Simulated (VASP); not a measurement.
# MnAs (P6_3/mmc) in VASP: a series of runs

MnAs is run at these levels: LDA; tasks: single point.

Everything below comes from runs of VASP 6.6.1. Logs are shortened: lines on timing, memory, paths and dates and some standing lists are left out, and cuts for length are marked.

**1. The cell of the first run**

It takes space group P6_3/mmc (No. 194, hexagonal). The conventional cell has a = 3.710 Å, b = 3.710 Å, c = 5.691 Å, α = 90.00°, β = 90.00°, γ = 120.00°. Within 3.4 Å of Mn (site symmetry -3m) lie 6 As at 2.57 Å and 2 Mn at 2.85 Å. As (site symmetry -6m2) has 6 Mn at 2.57 Å within 3.4 Å.

**2. Single point, LDA, collinear spin, ferromagnetic start**

Contents of INCAR:

```
PREC     = Accurate       # precision mode
ENCUT    = 520            # plane-wave cutoff, eV
EDIFF    = 1E-6           # SCF threshold, eV
ISMEAR   = 0              # smearing method
SIGMA    = 0.5            # smearing width, eV
LREAL    = F              # projectors in reciprocal space
LASPH    = T              # aspherical terms in the spheres
NELM     = 150            # most SCF steps
ALGO     = Normal         # electronic algorithm
ISIF     = 2              # what is computed and relaxed
LWAVE    = F              # write WAVECAR
LCHARG   = F              # write CHGCAR
ISPIN    = 2              # spin polarisation
MAGMOM   = 5.2 5.2 0 0    # initial moments
LORBIT   = 11             # projections on sites
LMAXMIX  = 4              # l up to which the mixer works
GGA      = CA             # functional
ISYM     = 0            
NBANDS   = 30             # bands
```

Contents of KPOINTS:

```
Automatic mesh
0
Gamma
  6 6 3
  0.5 0.5 0
```

Contents of POSCAR:

```
MnAs
1.0
    3.7100000000      0.0000000000      0.0000000000
   -1.8550000000      3.2129540000      0.0000000000
    0.0000000000      0.0000000000      5.6910000000
Mn As
2 2
Direct
    0.0000000000      0.0000000000      0.0000000000
    0.0000000000      0.0000000000      0.5000000000
    0.3333333333      0.6666666667      0.2500000000
    0.6666666667      0.3333333333      0.7500000000
```

Potentials or basis: VASP PAW LDA potentials, release 64 (Mn_pv, As).

Command:

```
$ cat potpaw_LDA.64/Mn_pv/POTCAR potpaw_LDA.64/As/POTCAR > POTCAR
$ mpirun -np 1 vasp_std > vasp.out
```

OUTCAR:

```text
PREC = Accurate
   ENCUT = 520
   EDIFF = 1E-6
   ISMEAR = 0
   LREAL = F
   LASPH = T
   NELM = 150
   ISIF = 2
   ISPIN = 2
   LORBIT = 11
   GGA = CA
   ISYM = 0

 ion  position               nearest neighbor table
   1  0.000  0.000  0.000-   3 2.57   4 2.57   4 2.57   3 2.57   4 2.57   3 2.57   2 2.85   2 2.85

   2  0.000  0.000  0.500-   3 2.57   4 2.57   4 2.57   3 2.57   4 2.57   3 2.57   1 2.85   1 2.85

   3  0.333  0.667  0.250-   1 2.57   2 2.57   1 2.57   2 2.57   1 2.57   2 2.57
   4  0.667  0.333  0.750-   1 2.57   2 2.57   1 2.57   2 2.57   1 2.57   2 2.57

IMPORTANT INFORMATION: All symmetrisations will be switched off!
NOSYMM: (Re-)initialisation of all symmetry stuff for point group C_1.

----------------------------------------------------------------------------------------

                                     Primitive cell

  volume of cell :      67.8371

  direct lattice vectors                    reciprocal lattice vectors
     3.710000000  0.000000000  0.000000000     0.269541779  0.155620031  0.000000000
    -1.855000000  3.212954000  0.000000000     0.000000000  0.311240061  0.000000000
     0.000000000  0.000000000  5.691000000     0.000000000  0.000000000  0.175716043

  length of vectors
     3.710000000  3.709999785  5.691000000     0.311240043  0.311240061  0.175716043

  position of ions in fractional coordinates (direct lattice)
     0.000000000  0.000000000  0.000000000
     0.000000000  0.000000000  0.500000000
     0.333333333  0.666666667  0.250000000
     0.666666667  0.333333333  0.750000000

  ion indices of the primitive-cell ions
   primitive index   ion index
                 1           1
                 2           2
                 3           3
                 4           4

----------------------------------------------------------------------------------------

 KPOINTS: Automatic mesh

Automatic generation of k-mesh.
 Grid dimensions read from file:
 generate k-points for:    6    6    3

 Generating k-lattice:

  Cartesian coordinates                     Fractional coordinates (reciprocal lattice)
     0.044923630  0.025936672  0.000000000     0.166666667  0.000000000  0.000000000
     0.000000000  0.051873344  0.000000000     0.000000000  0.166666667  0.000000000
[... 75 lines left out ...]
   IALGO  =     38    algorithm
   IMIX   =      4    mixing-type and parameters
     AMIX     =   0.40;   BMIX     =  1.00
     AMIX_MAG =   1.60;   BMIX_MAG =  1.00
  volume/ion in A,a.u.               =      16.96       114.45
  Fermi-wavevector in a.u.,A,eV,Ry     =   1.325419  2.504680 23.901853  1.756737
  Thomas-Fermi vector in A             =   2.454882
   LORBIT       =     11    0 simple, 1 ext, 2 COOP (PROOUT), +10 PAW based schemes
   GGA     = CA    functional components
   LHFCALC =     F    Hartree Fock is set to
   AEXX    =    0.0000 exact exchange contribution
   IVDW    =     0    specifies the selected vdW correction
   LEPSILON=     F    determine dielectric tensor
   LRPA    =     F    only Hartree local field effects (RPA)
 spin polarized calculation
 Gauss-broadening in eV      SIGMA  =   0.50
  energy-cutoff  :      520.00
  volume of cell :       67.84
 maximum number of plane-waves:      1844
   NGX = 13   NGY = 13   NGZ = 21

 number of electron      36.0000000 magnetization      10.4000000

 number of electron      35.9999986 magnetization       5.4981058

 Free energy of the ion-electron system (eV)
  ---------------------------------------------------
  ext. energy  EPLUGINS =         0.00000000
  ---------------------------------------------------
  free energy    TOTEN  =       -31.17898616 eV

  energy without entropy =      -30.75030816  energy(sigma->0) =      -30.96464716

 E-fermi :   6.5415     XC(G=0): -11.4150

 val. band max:        6.5338296386   @ k =   0.4167   0.3333  -0.3333
 cond. band min:       6.5483595223   @ k =  -0.4167   0.5000   0.0000
 fundamental gap:      0.0145298837
 Fermi energy:         6.5414838559

 spin component 1

 k-point     1 :       0.0833    0.0833    0.0000
  band No.  band energies     occupation
      1     -42.4433      1.00000
      2     -42.4423      1.00000
      3     -42.4332      1.00000
      4     -42.4323      1.00000
      5     -42.3423      1.00000
      6     -42.2408      1.00000
[... 781 lines left out ...]
     29      14.3908      0.00000
     30      14.8402      0.00000

 [... further k-points ...]

 spin component 2

 k-point     1 :       0.0833    0.0833    0.0000
  band No.  band energies     occupation
      1     -39.7341      1.00000
      2     -39.7025      1.00000
      3     -39.7012      1.00000
      4     -39.6906      1.00000
      5     -39.6895      1.00000
      6     -39.6185      1.00000
[... 781 lines left out ...]
     29      14.9567      0.00000
     30      15.2615      0.00000

 [... further k-points ...]
[... 5 lines left out ...]
  --------------------------------------------------------------------------------------
  -------------------------------------------------------------------------------------
  Total       -6.0948646     -6.0948531     -7.2681212      0.0000090     -0.0000001     -0.0000003
  in kB     -143.9486650   -143.9483923   -171.6586697      0.0002131     -0.0000019     -0.0000071
  external PRESSURE =    -153.1852423 kB  Pullay stress =       0.0000000 kB

 VOLUME and BASIS-vectors are now :
 -----------------------------------------------------------------------------
  energy-cutoff  :      520.00
  volume of cell :       67.84
      direct lattice vectors                 reciprocal lattice vectors
     3.710000000  0.000000000  0.000000000     0.269541779  0.155620031  0.000000000
    -1.855000000  3.212954000  0.000000000     0.000000000  0.311240061  0.000000000
     0.000000000  0.000000000  5.691000000     0.000000000  0.000000000  0.175716043

 POSITION                                       TOTAL-FORCE (eV/Angst)
 -----------------------------------------------------------------------------------
      0.00000      0.00000      0.00000        -0.000001     -0.000000      0.000000
      0.00000      0.00000      2.84550        -0.000000      0.000001     -0.000001
     -0.00000      2.14197      1.42275         0.000000      0.000000     -0.000084
      1.85500      1.07098      4.26825         0.000000     -0.000000      0.000084
 -----------------------------------------------------------------------------------
    total drift:                               -0.000001      0.000001     -0.000000

  FREE ENERGIE OF THE ION-ELECTRON SYSTEM (eV)
  ---------------------------------------------------
  free  energy   TOTEN  =       -31.1789861617 eV

  energy  without entropy=      -30.7503081646  energy(sigma->0) =      -30.96464716

 total charge

# of ion       s       p       d       tot
------------------------------------------
    1        0.280   6.232   5.106  11.618
    2        0.280   6.232   5.106  11.618
    3        1.228   1.494   0.052   2.774
    4        1.228   1.494   0.052   2.774
--------------------------------------------------
tot          3.016  15.453  10.315  28.784

 magnetization (x)

# of ion       s       p       d       tot
------------------------------------------
    1        0.026   0.015   2.733   2.774
    2        0.026   0.015   2.733   2.774
    3        0.005  -0.108   0.006  -0.097
    4        0.005  -0.108   0.006  -0.097
--------------------------------------------------
tot          0.063  -0.186   5.478   5.355
```

OSZICAR:

```text
N       E                     dE             d eps       ncg     rms          rms(c)
DAV:   1     0.349310292112E+03    0.34931E+03   -0.19276E+04 19968   0.128E+03
DAV:   2    -0.120441288957E+02   -0.36135E+03   -0.34456E+03 19728   0.377E+02
DAV:   3    -0.324795623664E+02   -0.20435E+02   -0.19967E+02 22550   0.978E+01
DAV:   4    -0.328561901318E+02   -0.37663E+00   -0.37574E+00 21602   0.129E+01
DAV:   5    -0.328608758127E+02   -0.46857E-02   -0.46855E-02 22156   0.161E+00    0.225E+01
DAV:   6    -0.340540268482E+02   -0.11932E+01   -0.20921E+01 21048   0.491E+01    0.197E+01
DAV:   7    -0.312970010056E+02    0.27570E+01   -0.13147E+01 21198   0.390E+01    0.631E+00
DAV:   8    -0.311891364476E+02    0.10786E+00   -0.79500E-01 21708   0.661E+00    0.202E+00
DAV:   9    -0.311812079545E+02    0.79285E-02   -0.56522E-02 22162   0.174E+00    0.109E+00
DAV:  10    -0.311790597562E+02    0.21482E-02   -0.78938E-03 21772   0.927E-01    0.547E-01
DAV:  11    -0.311824368853E+02   -0.33771E-02   -0.23381E-02 23840   0.168E+00    0.866E-01
DAV:  12    -0.311789479167E+02    0.34890E-02   -0.12781E-02 23642   0.112E+00    0.140E-01
DAV:  13    -0.311789801358E+02   -0.32219E-04   -0.36277E-04 21600   0.152E-01    0.496E-02
DAV:  14    -0.311789851673E+02   -0.50315E-05   -0.29721E-05 21522   0.339E-02    0.217E-02
DAV:  15    -0.311789862850E+02   -0.11176E-05   -0.23990E-06 18120   0.148E-02    0.776E-03
DAV:  16    -0.311789861617E+02    0.12331E-06   -0.66255E-07 11274   0.553E-03
   1 F= -.31178986E+02 E0= -.30964647E+02  d E =-.428678E+00  mag=     5.4981
```

Run time: 8.2 min. Hardware: 1 thread of Intel Xeon 6975P-C, shared host; peak memory 0.51 GiB.

What came out:

```
Free energy                                           : -31.1790 eV
Pressure                                              : -15.3 GPa
Net moment                                            : 5.50 μB per cell
Site moments                                          : Mn +2.77; As -0.10 μB
Valence electrons inside the program's atomic spheres : Mn 11.62; As 2.77
```

Caveat: the k points lie up to 0.37 Å⁻¹ apart; only a ferromagnetic start was run, and an antiferromagnetic order may lie lower in energy.

**3. Single point, LDA, collinear spin, ferromagnetic start**

Contents of INCAR:

```
SYSTEM = MnAs
PREC     = Accurate       ! precision mode
ENCUT    = 520            ! plane-wave cutoff, eV
EDIFF    = 1E-6           ! SCF threshold, eV
ISMEAR   = 0              ! smearing method
SIGMA    = 0.3            ! smearing width, eV
LREAL    = .False.        ! projectors in reciprocal space
LASPH    = .True.         ! aspherical terms in the spheres
NELM     = 150            ! most SCF steps
ALGO     = Normal         ! electronic algorithm
ISIF     = 2              ! what is computed and relaxed
LWAVE    = .False.        ! write WAVECAR
LCHARG   = .True.         ! write CHGCAR
ISPIN    = 2              ! spin polarisation
MAGMOM   = 5.2 5.2 0 0    ! initial moments
LORBIT   = 11             ! projections on sites
LMAXMIX  = 4              ! l up to which the mixer works
GGA      = CA             ! functional
LELF     = .True.         ! ELF
LVHAR    = .True.       
NBANDS   = 30             ! bands
ISYM     = 0
```

KPOINTS is that of step 2.

POSCAR is that of step 2.

Potentials or basis: VASP PAW LDA potentials, release 64 (Mn_pv, As).

Command:

```
$ cat potpaw_LDA.64/Mn_pv/POTCAR potpaw_LDA.64/As/POTCAR > POTCAR
$ mpirun -np 1 vasp_std > vasp.out
```

Run time: 9 min. Hardware: 1 thread of Intel Xeon 6975P-C, shared host; peak memory 0.51 GiB.

It converged, with:

```
Free energy                                           : -31.0490 eV
Pressure                                              : -14.6 GPa
Net moment                                            : 5.75 μB per cell
Site moments                                          : Mn +2.89; As -0.10 μB
Valence electrons inside the program's atomic spheres : Mn 11.61; As 2.78
```

Stress tensor (GPa, compression positive):
```
-13.65   0.00   0.00
  0.00 -13.65   0.00
  0.00   0.00 -16.62
```

Levels at points of the mesh, in eV from the Fermi level:
Spin up:
| k point | band 18 | band 19 | band 20 | band 21 | band 22 | band 23 | band 24 | band 25 |
| --- | --- | --- | --- | --- | --- | --- | --- | --- |
| (0.08, 0.08, 0.00) | -1.45 | -0.51 | -0.15 | 0.20 | 1.86 | 2.03 | 2.61 | 5.44 |
Spin down:
| k point | band 13 | band 14 | band 15 | band 16 | band 17 | band 18 |
| --- | --- | --- | --- | --- | --- | --- |
| (0.08, 0.08, 0.00) | -1.05 | -0.79 | -0.78 | 0.03 | 0.61 | 0.93 |

Caveat: the k points lie up to 0.37 Å⁻¹ apart; only a ferromagnetic start was run, and an antiferromagnetic order may lie lower in energy.

**4. Single point, LDA, collinear spin, ferromagnetic start**

Contents of INCAR:

```
PREC = Accurate ; ENCUT = 520
EDIFF = 1E-6 ; ISMEAR = 0
SIGMA = 0.2 ; LREAL = False
LASPH = True ; NELM = 150
ALGO = Normal ; ISIF = 2
LWAVE = False ; LCHARG = False
ISPIN = 2 ; MAGMOM = 5.2 5.2 0 0
LORBIT = 11 ; LMAXMIX = 4
GGA = CA ; NBANDS = 30
ISYM = 0
```

KPOINTS is that of step 3.

POSCAR is that of step 3.

Potentials or basis: VASP PAW LDA potentials, release 64 (Mn_pv, As).

Command:

```
$ cat potpaw_LDA.64/Mn_pv/POTCAR potpaw_LDA.64/As/POTCAR > POTCAR
$ mpirun -np 1 vasp_std > vasp.out
```

OUTCAR:

```text
PREC = Accurate
   ENCUT = 520
   EDIFF = 1E-6
   ISMEAR = 0
   LREAL = False
   LASPH = True
   NELM = 150
   ISIF = 2
   ISPIN = 2
   LORBIT = 11
   GGA = CA
   ISYM = 0

 ion  position               nearest neighbor table
   1  0.000  0.000  0.000-   3 2.57   4 2.57   4 2.57   3 2.57   4 2.57   3 2.57   2 2.85   2 2.85

   2  0.000  0.000  0.500-   3 2.57   4 2.57   4 2.57   3 2.57   4 2.57   3 2.57   1 2.85   1 2.85

   3  0.333  0.667  0.250-   1 2.57   2 2.57   1 2.57   2 2.57   1 2.57   2 2.57
   4  0.667  0.333  0.750-   1 2.57   2 2.57   1 2.57   2 2.57   1 2.57   2 2.57

IMPORTANT INFORMATION: All symmetrisations will be switched off!
NOSYMM: (Re-)initialisation of all symmetry stuff for point group C_1.

----------------------------------------------------------------------------------------

                                     Primitive cell

  volume of cell :      67.8371

[... 953 lines left out ...]
      5     -39.6356      1.00000
      6     -39.5195      1.00000
[... 781 lines left out ...]
     29      14.9716      0.00000
     30      15.2839      0.00000

 [... further k-points ...]
[... 5 lines left out ...]
  --------------------------------------------------------------------------------------
  -------------------------------------------------------------------------------------
  Total       -5.6506483     -5.6506371     -6.9758589      0.0000093      0.0000000     -0.0000001
  in kB     -133.4571539   -133.4568897   -164.7560093      0.0002200      0.0000004     -0.0000025
  external PRESSURE =    -143.8900176 kB  Pullay stress =       0.0000000 kB

 VOLUME and BASIS-vectors are now :
 -----------------------------------------------------------------------------
  energy-cutoff  :      520.00
  volume of cell :       67.84
      direct lattice vectors                 reciprocal lattice vectors
     3.710000000  0.000000000  0.000000000     0.269541779  0.155620031  0.000000000
    -1.855000000  3.212954000  0.000000000     0.000000000  0.311240061  0.000000000
     0.000000000  0.000000000  5.691000000     0.000000000  0.000000000  0.175716043

 POSITION                                       TOTAL-FORCE (eV/Angst)
 -----------------------------------------------------------------------------------
      0.00000      0.00000      0.00000        -0.000000     -0.000000      0.000000
      0.00000      0.00000      2.84550        -0.000000      0.000001     -0.000001
     -0.00000      2.14197      1.42275         0.000000      0.000000     -0.000130
      1.85500      1.07098      4.26825         0.000000     -0.000000      0.000130
 -----------------------------------------------------------------------------------
    total drift:                               -0.000001      0.000000     -0.000001

  FREE ENERGIE OF THE ION-ELECTRON SYSTEM (eV)
  ---------------------------------------------------
  free  energy   TOTEN  =       -31.0120398271 eV

  energy  without entropy=      -30.9548975379  energy(sigma->0) =      -30.98346868

 total charge

# of ion       s       p       d       tot
------------------------------------------
    1        0.281   6.234   5.097  11.613
    2        0.281   6.234   5.097  11.612
    3        1.230   1.498   0.051   2.779
    4        1.230   1.498   0.051   2.779
--------------------------------------------------
tot          3.023  15.465  10.295  28.783

 magnetization (x)

# of ion       s       p       d       tot
------------------------------------------
    1        0.029   0.017   2.880   2.926
    2        0.029   0.017   2.880   2.926
    3        0.007  -0.110   0.007  -0.096
    4        0.007  -0.110   0.007  -0.096
--------------------------------------------------
tot          0.072  -0.186   5.774   5.660
```

stdout:

```text
POSCAR found type information on POSCAR MnAs
 POSCAR found :  2 types and       4 ions
 scaLAPACK will be used
 LDA part: xc-table for (Slater(with rela. corr.)+CA(PZ))
 , standard interpolation
 POSCAR, INCAR and KPOINTS ok, starting setup
 FFT: planning ... GRIDC
 FFT: planning ... GRID_SOFT
 FFT: planning ... GRID
 WAVECAR not read
 entering main loop
```

Run time: 7.6 min. Hardware: 1 thread of Intel Xeon 6975P-C, shared host; peak memory 0.51 GiB.

What came out:

```
Free energy                                           : -31.0120 eV
Pressure                                              : -14.4 GPa
Net moment                                            : 5.82 μB per cell
Site moments                                          : Mn +2.93; As -0.10 μB
Valence electrons inside the program's atomic spheres : Mn 11.61; As 2.78
```

Levels at points of the mesh, in eV from the Fermi level:
Spin up:
| k point | band 17 | band 18 | band 19 | band 20 | band 21 | band 22 | band 23 | band 24 | band 25 | band 26 |
| --- | --- | --- | --- | --- | --- | --- | --- | --- | --- | --- |
| (0.08, 0.08, 0.00) | -1.55 | -1.47 | -0.53 | -0.17 | 0.19 | 1.85 | 2.02 | 2.59 | 5.43 | 6.51 |
Spin down:
```csv
k point,band 11,band 12,band 13,band 14,band 15,band 16,band 17,band 18,band 19,band 20
"(0.08, 0.08, 0.00)",-2.75,-1.76,-1.05,-0.79,-0.77,0.03,0.61,0.94,1.02,1.05
```

Caveat: the k points lie up to 0.37 Å⁻¹ apart; only a ferromagnetic start was run, and an antiferromagnetic order may lie lower in energy.

**5. The runs side by side**

| smearing | gap on the mesh (eV) | pressure (GPa) | moment (μB) |
| --- | --- | --- | --- |
| gaussian 0.5 eV | none | -15.3 | 5.50 |
| gaussian 0.3 eV | none | -14.6 | 5.75 |
| gaussian 0.2 eV | none | -14.4 | 5.82 |

Alike in all rows: task single point; level LDA; potentials or basis VASP PAW LDA potentials, release 64 (Mn_pv, As); spin collinear, ferromagnetic start; cell as given; k mesh 6 × 6 × 3, shifted; cutoff (eV) 520.

Caveats: all runs use coarse meshes; only a ferromagnetic start was run, and an antiferromagnetic order may lie lower in energy.

Total energies depend on the potentials used, so only differences within one code and one set of settings carry meaning.
